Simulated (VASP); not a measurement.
Input of a VASP 6.6.1 run:

File INCAR:

```
ALGO     = Normal         # electronic algorithm
EDIFF    = 1E-7           # SCF threshold, eV
ENCUT    = 520            # plane-wave cutoff, eV
GGA      = PE             # functional
ISIF     = 2              # what is computed and relaxed
ISMEAR   = 0              # smearing method
LASPH    = T              # aspherical terms in the spheres
LCHARG   = F              # write CHGCAR
LREAL    = F              # projectors in reciprocal space
LWAVE    = F              # write WAVECAR
NBANDS   = 46             # bands
NELM     = 100            # most SCF steps
PREC     = Accurate       # precision mode
SIGMA    = 0.1            # smearing width, eV
```

Contents of KPOINTS:

```
k-points
0
Gamma
  3 3 8
```

The input POSCAR:

```
Ge5As
1.0
    8.9636209526      0.0000000000      0.0000000000
   -4.4818104763      7.7627234549      0.0000000000
    0.0000000000      0.0000000000      2.5467189270
Ge As
5 1
Direct
    0.3333333333      0.6666666667      0.5000000000
    0.6666666667      0.3333333333      0.5000000000
    0.5000000000      0.0000000000      0.5000000000
    0.0000000000      0.5000000000      0.5000000000
    0.5000000000      0.5000000000      0.5000000000
    0.0000000000      0.0000000000      0.5000000000
```

Potentials or basis: VASP PAW PBE potentials, release 64 (Ge_d, As).

Launch:

```bash
$ cat potpaw_PBE.64/Ge_d/POTCAR potpaw_PBE.64/As/POTCAR > POTCAR
$ mpirun -np 1 vasp_std > vasp.out
```

Q: What does it give for the pressure?

A: -0.1 GPa.

Stress tensor (GPa, compression positive):
```
-0.27  0.00  0.00
 0.00 -0.27  0.00
 0.00  0.00  0.31
```
